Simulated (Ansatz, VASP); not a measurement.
Pb: VASP beside Ansatz

INCAR

```
  ALGO = Normal
  EDIFF = 1E-6
  ENCUT = 520
  GGA = PE
  ISIF = 2
  ISMEAR = -1
  LASPH = True
  LCHARG = True
  LELF = True
  LREAL = False
  LVHAR = True
  LWAVE = False
  NBANDS = 36
  NELM = 80
  PREC = Accurate
  SIGMA = 0.1
```

File KPOINTS:

```
k-points
0
Gamma
  10 10 3
```

POSCAR

```
Pb
1.0
    3.2350877831      0.0000000000      0.0000000000
   -1.6175438915      2.8016682036      0.0000000000
    0.0000000000      0.0000000000     10.5667559322
Pb
4
Direct
    0.0000000000      0.0000000000      0.0000000000
    0.0000000000      0.0000000000      0.5000000000
    0.3333333333      0.6666666667      0.2500000000
    0.6666666667      0.3333333333      0.7500000000
```

Input for Ansatz:

```yaml
crystal:
  lattice:
    - [3.2350877831, 0.0, 0.0]
    - [-1.6175438915, 2.8016682036, 0.0]
    - [0.0, 0.0, 10.5667559322]
  atoms:
    - { symbol: Pb, position: [0.0, 0.0, 0.0] }
    - { symbol: Pb, position: [0.0, 0.0, 0.5] }
    - { symbol: Pb, position: [0.3333333333, 0.6666666667, 0.25] }
    - { symbol: Pb, position: [0.6666666667, 0.3333333333, 0.75] }
kpoints:
  mp_grid: { grid: [10, 10, 3] }
  band_path:
    path:
      - [0.0, 0.0, 0.0]
      - [0.5, 0.0, 0.0]
      - [0.3333333333, 0.3333333333, 0.0]
      - [0.0, 0.0, 0.0]
      - [0.0, 0.0, 0.5]
      - [0.5, 0.0, 0.5]
      - [0.3333333333, 0.3333333333, 0.5]
      - [0.0, 0.0, 0.5]
      - [0.5, 0.0, 0.5]
    npoints: 8
scf:
  occupations: { method: fermi_dirac, width: 0.1 }
hamiltonian:
  xc: pbe
  pseudopotentials: { kind: all_electron, lapw: { basis_error: 0.001 } }
output:
  forces: true
  stress: true
  eigenvalues: true
  populations: true
  dos: { projected: true, de: 0.2, e_range: [-14, 8] }
```

Change from the starting cell: volume scaled by 0.75, LAPW.

Alike in both runs: task single point; functional PBE; k mesh 10 × 10 × 3; occupations fermi-dirac, width 0.1 eV; no spin polarisation.

|  | VASP | Ansatz |
| --- | --- | --- |
| version | VASP 6.6.1 | Ansatz 0.2.0 |
| potentials or method | VASP PAW PBE potentials, release 64 (Pb_d), cutoff 520 eV | all-electron LAPW, scalar-relativistic |

Ansatz gave:

* pressure (GPa): 22.9

Q: Which values does VASP return?

A: Pressure (GPa): 22.8.

Ansatz ran all-electron here, and VASP with PAW potentials.

Spin-orbit coupling is off throughout.
